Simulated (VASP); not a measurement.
# Co (P6_3/mmc) in VASP: further runs

The runs below take Co through single point, with PBE.

Program: VASP 6.6.1. These are calculated values, not measurements. Logs are shortened: lines on timing, memory, paths and dates and some standing lists are left out, and cuts for length are marked.

## Step 1: The cell of the first run

The structure is hexagonal, space group P6_3/mmc (No. 194). The conventional cell has a = 2.472 Å, b = 2.472 Å, c = 4.021 Å, α = 90.00°, β = 90.00°, γ = 120.00°. Within 3.3 Å of Co (site symmetry -6m2) lie 12 Co at 2.47 Å.

## Step 2: Single point, PBE, collinear spin, ferromagnetic start

INCAR reads:

```
SYSTEM = Co
PREC     = Accurate       ! precision mode
ENCUT    = 690            ! plane-wave cutoff, eV
EDIFF    = 1E-6           ! SCF threshold, eV
ISMEAR   = -1             ! smearing method
SIGMA    = 0.05           ! smearing width, eV
LREAL    = .FALSE.        ! projectors in reciprocal space
LASPH    = .TRUE.         ! aspherical terms in the spheres
NELM     = 200            ! most SCF steps
ALGO     = Normal         ! electronic algorithm
ISIF     = 2              ! what is computed and relaxed
LWAVE    = .FALSE.        ! write WAVECAR
LCHARG   = .TRUE.         ! write CHGCAR
ISPIN    = 2              ! spin polarisation
MAGMOM   = 2 2            ! initial moments
LORBIT   = 11             ! projections on sites
NUPDOWN  = 4.0            ! fixed moment
LMAXMIX  = 4              ! l up to which the mixer works
GGA      = PE             ! functional
LELF     = .TRUE.         ! ELF
LVHAR    = .TRUE.       
NBANDS   = 28             ! bands
GGA_COMPAT= .FALSE.
```

KPOINTS reads:

```
Automatic mesh
0
G
  10 10 6
  0 0 0
```

POSCAR reads:

```
Co
1.0
    2.4719999032      0.0000000000      0.0000000000
   -1.2359999516      2.1408147143      0.0000000000
    0.0000000000      0.0000000000      4.0211440800
Co
2
Direct
    0.6666666667      0.3333333333      0.7500000000
    0.3333333333      0.6666666667      0.2500000000
```

Potentials or basis: VASP PAW PBE potentials, release 64 (Co_sv).

Launch:

```console
$ cat potpaw_PBE.64/Co_sv/POTCAR > POTCAR
$ mpirun -np 1 vasp_std > vasp.out
```

OUTCAR:

```text
SYSTEM = Co
   PREC = Accurate
   ENCUT = 690
   EDIFF = 1E-6
   ISMEAR = -1
   LREAL = .FALSE.
   LASPH = .TRUE.
   NELM = 200
   ISIF = 2
   ISPIN = 2
   LORBIT = 11
   NUPDOWN = 4.0
   GGA = PE

 ion  position               nearest neighbor table
   1  0.667  0.333  0.750-   2 2.47   2 2.47   2 2.47   2 2.47   2 2.47   2 2.47
   2  0.333  0.667  0.250-   1 2.47   1 2.47   1 2.47   1 2.47   1 2.47   1 2.47

  LATTYP: Found a hexagonal cell.
 ALAT       =     2.4719999032
 C/A-ratio  =     1.6266764715

  Lattice vectors:

 A1 = (   2.4719999032,   0.0000000000,   0.0000000000)
 A2 = (  -1.2359999516,   2.1408147143,   0.0000000000)
 A3 = (   0.0000000000,   0.0000000000,   4.0211440800)

Analysis of symmetry for initial positions (statically):
=====================================================================
 Subroutine PRICEL returns:
 Original cell was already a primitive cell.

 Routine SETGRP: Setting up the symmetry group for a
 hexagonal supercell.

 Subroutine GETGRP returns: Found 24 space group operations
 (whereof 12 operations were pure point group operations)
 out of a pool of 24 trial point group operations.

The static configuration has the point symmetry D_3d.
 The point group associated with its full space group is D_6h.

Analysis of symmetry for dynamics (positions and initial velocities):
=====================================================================
 Subroutine PRICEL returns:
 Original cell was already a primitive cell.

 Routine SETGRP: Setting up the symmetry group for a
 hexagonal supercell.

 Subroutine GETGRP returns: Found 24 space group operations
 (whereof 12 operations were pure point group operations)
 out of a pool of 24 trial point group operations.

The dynamic configuration has the point symmetry D_3d.
 The point group associated with its full space group is D_6h.

Analysis of structural, dynamic, and magnetic symmetry:
=====================================================================
 Subroutine PRICEL returns:
 Original cell was already a primitive cell.

 Routine SETGRP: Setting up the symmetry group for a
 hexagonal supercell.

 Subroutine GETGRP returns: Found 24 space group operations
 (whereof 12 operations were pure point group operations)
 out of a pool of 24 trial point group operations.

The overall configuration has the point symmetry D_3d.
 The point group associated with its full space group is D_6h.

 Subroutine INISYM returns: Found 24 space group operations
 (whereof 12 operations are pure point group operations),
 and found     1 'primitive' translations

----------------------------------------------------------------------------------------

                                     Primitive cell

  volume of cell :      21.2803

  direct lattice vectors                    reciprocal lattice vectors
     2.471999903  0.000000000  0.000000000     0.404530760  0.233555943  0.000000000
    -1.235999952  2.140814714  0.000000000     0.000000000  0.467111887  0.000000000
     0.000000000  0.000000000  4.021144080     0.000000000  0.000000000  0.248685444

  length of vectors
     2.471999903  2.471999903  4.021144080     0.467111887  0.467111887  0.248685444

  position of ions in fractional coordinates (direct lattice)
     0.666666667  0.333333333  0.750000000
     0.333333333  0.666666667  0.250000000

  ion indices of the primitive-cell ions
   primitive index   ion index
                 1           1
                 2           2

----------------------------------------------------------------------------------------

 KPOINTS: Automatic mesh

Automatic generation of k-mesh.
 Grid dimensions read from file:
 generate k-points for:   10   10    6

 Generating k-lattice:

  Cartesian coordinates                     Fractional coordinates (reciprocal lattice)
     0.040453076  0.023355594  0.000000000     0.100000000 -0.000000000  0.000000000
     0.000000000  0.046711189  0.000000000     0.000000000  0.100000000  0.000000000
     0.000000000  0.000000000  0.041447574     0.000000000  0.000000000  0.166666667

  Length of vectors
     0.046711189  0.046711189  0.041447574

  Shift w.r.t. Gamma in fractional coordinates (k-lattice)
     0.000000000  0.000000000  0.000000000

 Subroutine IBZKPT returns following result:
 ===========================================

 Found     56 irreducible k-points:

 Following reciprocal coordinates:
            Coordinates               Weight
  0.000000  0.000000  0.000000      1.000000
  0.100000  0.000000  0.000000      6.000000
  0.200000  0.000000  0.000000      6.000000
  0.300000  0.000000  0.000000      6.000000
  0.400000  0.000000  0.000000      6.000000
  0.500000  0.000000  0.000000      3.000000
[... 16 lines left out ...]
  0.300000  0.100000  0.166667     24.000000
  0.400000  0.100000  0.166667     24.000000
 [... further k-points ...]
   k-points           NKPTS =     56   k-points in BZ     NKDIM =     56   number of bands    NBANDS=     28
   number of dos      NEDOS =    301   number of ions     NIONS =      2
   total plane-waves  NPLWV =  20736
   dimension x,y,z NGX =    24 NGY =   24 NGZ =   36
   dimension x,y,z NGXF=    48 NGYF=   48 NGZF=   72
   ions per type =               2
   NGX,Y,Z   is equivalent  to a cutoff of  16.14, 16.14, 14.88 a.u.
   NGXF,Y,Z  is equivalent  to a cutoff of  32.28, 32.28, 29.77 a.u.
 SYSTEM =  Co
   PREC   = accura    normal or accurate (medium, high low for compatibility)
   ISTART =      0    job   : 0-new  1-cont  2-samecut
   ICHARG =      2    charge: 1-file 2-atom 10-const
   ISPIN  =      2    spin polarized calculation?
   LNONCOLLINEAR =      F non collinear calculations
   LSORBIT =      F    spin-orbit coupling
   LASPH  =      T    aspherical Exc in radial PAW
   ENCUT  =  690.0 eV  50.71 Ry    7.12 a.u.   5.29  5.29  8.61*2*pi/ulx,y,z
   NELM   =    200;   NELMIN=  2; NELMDL= -5     # of ELM steps
   EDIFF  = 0.1E-05   stopping-criterion for ELM
   LREAL  =      F    real-space projection
[... 7 lines left out ...]
   TEBEG  =    0.0;   TEEND  =   0.0 temperature during run
   PSTRESS=    0.0 pullay stress
   NELECT =      34.0000    total number of electrons
   NUPDOWN=       4.0000    fix difference up-down
   EMIN   =  10.00;   EMAX   =-10.00  energy-range for DOS
   EFERMI =   0.00;   METHOD = LEGACY
   ISMEAR =    -1;   SIGMA  =   0.05  broadening in eV -4-tet -1-fermi 0-gaus
   EFERMI_NEDOS =   21; number of points for ismear=-14 and -15
   IALGO  =     38    algorithm
   IMIX   =      4    mixing-type and parameters
     AMIX     =   0.40;   BMIX     =  1.00
     AMIX_MAG =   1.60;   BMIX_MAG =  1.00
  volume/ion in A,a.u.               =      10.64        71.80
  Fermi-wavevector in a.u.,A,eV,Ry     =   1.913854  3.616659 49.835912  3.662836
  Thomas-Fermi vector in A             =   2.949907
   LORBIT       =     11    0 simple, 1 ext, 2 COOP (PROOUT), +10 PAW based schemes
   GGA     = PE    functional components
   LHFCALC =     F    Hartree Fock is set to
   AEXX    =    0.0000 exact exchange contribution
   IVDW    =     0    specifies the selected vdW correction
   LEPSILON=     F    determine dielectric tensor
   LRPA    =     F    only Hartree local field effects (RPA)
 spin polarized calculation
  energy-cutoff  :      690.00
  volume of cell :       21.28
 maximum number of plane-waves:       889
 NGX is ok and might be reduce to    24
   NGX = 11   NGY = 11   NGZ = 17

 number of electron      34.0000034 magnetization       4.0000005

 Free energy of the ion-electron system (eV)
  ---------------------------------------------------
  ext. energy  EPLUGINS =         0.00000000
  ---------------------------------------------------
  free energy    TOTEN  =       -13.96200943 eV

  energy without entropy =      -13.94408548  energy(sigma->0) =      -13.95304745

 E-fermi :  12.1478     XC(G=0): -14.0447

 val. band max:       13.3904642809   @ k =   0.1000   0.0000   0.0000
 cond. band min:      12.1532070132   @ k =   0.4000   0.2000   0.3333
 fundamental gap:     -1.2372572677
 Fermi energy:        13.3952916846

 spin component 1

 k-point     1 :       0.0000    0.0000    0.0000
  band No.  band energies     occupation
      1     -84.0767      1.00000
      2     -84.0171      1.00000
      3     -47.4662      1.00000
      4     -47.1653      1.00000
      5     -47.1653      1.00000
      6     -47.1232      1.00000
[... 20 lines left out ...]
     27      38.2832      0.00000
     28      38.2832      0.00000

 k-point     2 :       0.1000    0.0000    0.0000
  band No.  band energies     occupation
      1     -84.0717      1.00000
      2     -84.0148      1.00000
      3     -47.4553      1.00000
      4     -47.1898      1.00000
      5     -47.1735      1.00000
      6     -47.1415      1.00000
[... 20 lines left out ...]
     27      38.9581      0.00000
     28      41.2348      0.00000

 k-point     3 :       0.2000    0.0000    0.0000
  band No.  band energies     occupation
      1     -84.0585      1.00000
      2     -84.0089      1.00000
      3     -47.4252      1.00000
      4     -47.2528      1.00000
      5     -47.2059      1.00000
      6     -47.1931      1.00000
[... 616 lines left out ...]
      3     -47.3922      1.00000
      4     -47.3414      1.00000
      5     -47.3052      1.00000
      6     -47.2328      1.00000
[... 20 lines left out ...]
     27      37.4100      0.00000
     28      37.4571      0.00000

 k-point    24 :       0.4000    0.1000    0.1667
  band No.  band energies     occupation
      1     -84.0171      1.00000
      2     -84.0002      1.00000
      3     -47.4215      1.00000
      4     -47.3736      1.00000
      5     -47.2950      1.00000
      6     -47.2459      1.00000
[... 20 lines left out ...]
     27      36.5757      0.00000
     28      37.0203      0.00000

 [... further k-points ...]

 spin component 2

 k-point     1 :       0.0000    0.0000    0.0000
  band No.  band energies     occupation
      1     -81.6470      1.00000
      2     -81.5825      1.00000
      3     -45.1157      1.00000
      4     -44.7897      1.00000
      5     -44.7897      1.00000
      6     -44.7390      1.00000
[... 20 lines left out ...]
     27      38.8526      0.00000
     28      38.8526      0.00000

 k-point     2 :       0.1000    0.0000    0.0000
  band No.  band energies     occupation
      1     -81.6417      1.00000
      2     -81.5800      1.00000
      3     -45.1037      1.00000
      4     -44.8165      1.00000
      5     -44.7986      1.00000
      6     -44.7644      1.00000
[... 20 lines left out ...]
     27      39.0471      0.00000
     28      41.7714      0.00000

 k-point     3 :       0.2000    0.0000    0.0000
  band No.  band energies     occupation
      1     -81.6273      1.00000
      2     -81.5737      1.00000
      3     -45.0704      1.00000
      4     -44.8860      1.00000
      5     -44.8350      1.00000
      6     -44.8201      1.00000
[... 616 lines left out ...]
      3     -45.0373      1.00000
      4     -44.9830      1.00000
      5     -44.9405      1.00000
      6     -44.8634      1.00000
[... 20 lines left out ...]
     27      37.8369      0.00000
     28      37.9972      0.00000

 k-point    24 :       0.4000    0.1000    0.1667
  band No.  band energies     occupation
      1     -81.5826      1.00000
      2     -81.5642      1.00000
      3     -45.0711      1.00000
      4     -45.0183      1.00000
      5     -44.9279      1.00000
      6     -44.8775      1.00000
[... 20 lines left out ...]
     27      36.9286      0.00000
     28      37.6067      0.00000

 [... further k-points ...]

------------------------ aborting loop because EDIFF is reached ----------------------------------------

  FORCE on cell =-STRESS in cart. coord.  units (eV):
  Direction    XX          YY          ZZ          XY          YZ          ZX
  --------------------------------------------------------------------------------------
  -------------------------------------------------------------------------------------
  Total        1.5674062      1.5674062      1.6682466      0.0000000      0.0000000      0.0000000
  in kB      118.0089551    118.0089551    125.6011666      0.0000000      0.0000000      0.0000000
  external PRESSURE =     120.5396923 kB  Pullay stress =       0.0000000 kB

 VOLUME and BASIS-vectors are now :
 -----------------------------------------------------------------------------
  energy-cutoff  :      690.00
  volume of cell :       21.28
      direct lattice vectors                 reciprocal lattice vectors
     2.471999903  0.000000000  0.000000000     0.404530760  0.233555943  0.000000000
    -1.235999952  2.140814714  0.000000000     0.000000000  0.467111887  0.000000000
     0.000000000  0.000000000  4.021144080     0.000000000  0.000000000  0.248685444

 POSITION                                       TOTAL-FORCE (eV/Angst)
 -----------------------------------------------------------------------------------
      1.23600      0.71360      3.01586         0.000000     -0.000000      0.000000
     -0.00000      1.42721      1.00529        -0.000000      0.000000      0.000000
 -----------------------------------------------------------------------------------
    total drift:                               -0.000000      0.000000     -0.000000

  FREE ENERGIE OF THE ION-ELECTRON SYSTEM (eV)
  ---------------------------------------------------
  free  energy   TOTEN  =       -13.9620094295 eV

  energy  without entropy=      -13.9440854802  energy(sigma->0) =      -13.95304745

 total charge

# of ion       s       p       d       tot
------------------------------------------
    1        2.259   6.137   6.653  15.050
    2        2.259   6.137   6.653  15.050
--------------------------------------------------
tot          4.519  12.275  13.306  30.100

 magnetization (x)

# of ion       s       p       d       tot
------------------------------------------
    1        0.006   0.003   1.989   1.998
    2        0.006   0.003   1.989   1.998
--------------------------------------------------
tot          0.012   0.006   3.978   3.996
```

It took 69 s on 1 thread of Intel Xeon Platinum 8259CL at 2.50GHz (Skylake/Cascade Lake), shared host; peak memory 0.2 GiB.

What came out:

```yaml
Free_energy: -13.9620 eV
Pressure: 12.1 GPa
Net_moment: 4.00 μB per cell
Site_moments: Co +2.00 μB
Valence_electrons_inside_the_program's_atomic_spheres: Co 15.05
```

Caveat: the cell stands under pressure; the total moment is fixed, so each spin has its own Fermi level and the state may be an excited one.

## Step 3: Single point, PBE, collinear spin, ferromagnetic start

INCAR reads:

```
SYSTEM = Co
  ALGO = Normal
  EDIFF = 1E-6
  ENCUT = 690
  GGA = PE
  GGA_COMPAT = .FALSE.
  ISIF = 2
  ISMEAR = -1
  ISPIN = 2
  LASPH = .TRUE.
  LCHARG = .FALSE.
  LMAXMIX = 4
  LORBIT = 11
  LREAL = .FALSE.
  LWAVE = .FALSE.
  MAGMOM = 1 1
  NBANDS = 28
  NELM = 200
  NUPDOWN = 2.0
  PREC = Accurate
  SIGMA = 0.05
```

KPOINTS reads:

```
k-points
0
G
  10 10 6
  0 0 0
```

POSCAR is that of step 2.

Potentials or basis: VASP PAW PBE potentials, release 64 (Co_sv).

Launch:

```console
$ cat potpaw_PBE.64/Co_sv/POTCAR > POTCAR
$ mpirun -np 1 vasp_std > vasp.out
```

Wall time 86 s (1 thread of Intel Xeon 6975P-C (Granite Rapids), shared host); peak memory 0.2 GiB.

Results (log left out):

```
Free energy                                           : -14.0300 eV
Pressure                                              : -4.3 GPa
Net moment                                            : 2.00 μB per cell
Site moments                                          : Co +1.06 μB
Valence electrons inside the program's atomic spheres : Co 15.07
```

Stress tensor (GPa, compression positive):
```
-3.25  0.00  0.00
 0.00 -3.25  0.00
 0.00  0.00 -6.41
```

Caveat: the cell stands under tension; the total moment is fixed, so each spin has its own Fermi level and the state may be an excited one.
